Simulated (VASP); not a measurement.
Ga2TeS5, 8 atoms in the cell. It takes space group I4 (No. 79, tetragonal). The conventional cell has a = 7.750 Å, b = 7.750 Å, c = 6.000 Å, α = 90.00°, β = 90.00°, γ = 90.00°. Within 3.0 Å of Ga (site symmetry 2) lie 4 S at 2.28 Å and 2 Ga at 3.00 Å. Te (site symmetry 4) has 5 S at 2.40 to 2.70 Å within 3.2 Å. S (site symmetry 1) has 2 Ga at 2.28 Å and 1 Te at 2.70 Å within 3.0 Å. S (site symmetry 4) has 1 Te at 2.40 Å and 4 S at 3.22 Å within 3.3 Å. 

```yaml
Program: VASP 6.6.1
Task: relaxation of cell and atoms
Functional: PBE
Potentials_or_basis: VASP PAW PBE potentials, release 64 (Ga_d, Te, S)
Cutoff: 600 eV
k_mesh: 3 × 3 × 3
Occupations: gaussian, width 0.15 eV
Spin: no spin polarisation
Dipole_correction: no
Further_INCAR_settings: ALGO = Normal; EDIFF = 1e-06; IBRION = 2; EDIFFG = -0.08; NSW = 36; ISIF = 3
```

Potentials or basis: VASP PAW PBE potentials, release 64 (Ga_d, Te, S).

Command:

```sh
$ cat potpaw_PBE.64/Ga_d/POTCAR potpaw_PBE.64/Te/POTCAR potpaw_PBE.64/S/POTCAR > POTCAR
$ mpirun -np 1 vasp_std > vasp.out
```

Hardware: 1 thread of Intel Xeon 8259CL, on a shared host.

**Question.** How long does it take, and how much memory?

**Answer.** It took 29 min on 1 thread of Intel Xeon 8259CL (shared host), peak memory 0.39 GiB. Counts: scf iterations 152, k points 6, ion steps 18.
